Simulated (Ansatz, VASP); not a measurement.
# One calculation of NaSrBr3, two programs

File POSCAR:

```
NaSrBr3
1.0
    5.9276796455      0.0000000000      0.0000000000
    0.0000000000      5.9276796455      0.0000000000
    0.0000000000      0.0000000000      5.9276796455
Na Sr Br
1 1 3
Direct
    0.0000000000      0.0000000000      0.0000000000
    0.5000000000      0.5000000000      0.5000000000
    0.5000000000      0.5000000000      0.0000000000
    0.5000000000      0.0000000000      0.5000000000
    0.0000000000      0.5000000000      0.5000000000
```

File INCAR.step1:

```
ALGO     = Normal         # electronic algorithm
EDIFF    = 1E-4           # SCF threshold, eV
ENCUT    = 520            # plane-wave cutoff, eV
GGA      = PE             # functional
ISMEAR   = 0              # smearing method
LASPH    = T              # aspherical terms in the spheres
LCHARG   = F              # write CHGCAR
LREAL    = F              # projectors in reciprocal space
LWAVE    = T              # write WAVECAR
NBANDS   = 27             # bands
NELM     = 60             # most SCF steps
PREC     = Accurate       # precision mode
SIGMA    = 0.01           # smearing width, eV
```

File INCAR.step2:

```
ALGO     = Normal         # electronic algorithm
EDIFF    = 1E-6           # SCF threshold, eV
ENCUT    = 520            # plane-wave cutoff, eV
ISIF     = 2              # what is computed and relaxed
ISMEAR   = 0              # smearing method
ISTART   = 1            
LASPH    = T              # aspherical terms in the spheres
LCHARG   = F              # write CHGCAR
LMIXTAU  = T            
LREAL    = F              # projectors in reciprocal space
LWAVE    = F              # write WAVECAR
METAGGA  = R2SCAN         # meta-GGA
NBANDS   = 27             # bands
NELM     = 60             # most SCF steps
PREC     = Accurate       # precision mode
SIGMA    = 0.01           # smearing width, eV
```

Contents of KPOINTS:

```
k-points
0
Gamma
  4 4 4
```

Input for Ansatz:

```yaml
crystal:
  lattice:
    - [5.9276796455, 0.0, 0.0]
    - [0.0, 5.9276796455, 0.0]
    - [0.0, 0.0, 5.9276796455]
  atoms:
    - { symbol: Na, position: [0.0, 0.0, 0.0] }
    - { symbol: Sr, position: [0.5, 0.5, 0.5] }
    - { symbol: Br, position: [0.5, 0.5, 0.0] }
    - { symbol: Br, position: [0.5, 0.0, 0.5] }
    - { symbol: Br, position: [0.0, 0.5, 0.5] }
kpoints:
  mp_grid: { grid: [4, 4, 4] }
  band_path:
    path: [[0.0, 0.0, 0.0], [0.0, 0.5, 0.0], [0.5, 0.5, 0.0], [0.5, 0.5, 0.5]]
    npoints: 1
hamiltonian:
  xc: r2scan
scf:
  occupations: { method: fixed }
  n_extra_bands: 5
output:
  forces: true
  stress: true
  eigenvalues: true
```

Alike in both runs: task single point; functional r2SCAN; k mesh 4 × 4 × 4; no spin polarisation.

```csv
,VASP,Ansatz
version,VASP 6.6.1,Ansatz 0.2.0
potentials or method,"VASP PAW PBE potentials, release 64 (Na_pv, Sr_sv, Br)","plane waves, PAW"
plane-wave cutoff (eV),520,500
occupations,"gaussian, width 0.01 eV",fixed
valence electrons in the cell,38,40
```

|  | VASP | Ansatz | Ansatz less VASP |
| --- | --- | --- | --- |
| gap on the k mesh at the Fermi level (eV) | 3.71 | 3.71 | -0.003 |
| pressure (GPa) | 0.1 | 0.0 | -0.05 |

VASP's potentials were made for PBE, not for r2SCAN. VASP's potentials hold 38 valence electrons a cell and Ansatz's 40, so a difference there can come from the potentials and not from the codes.
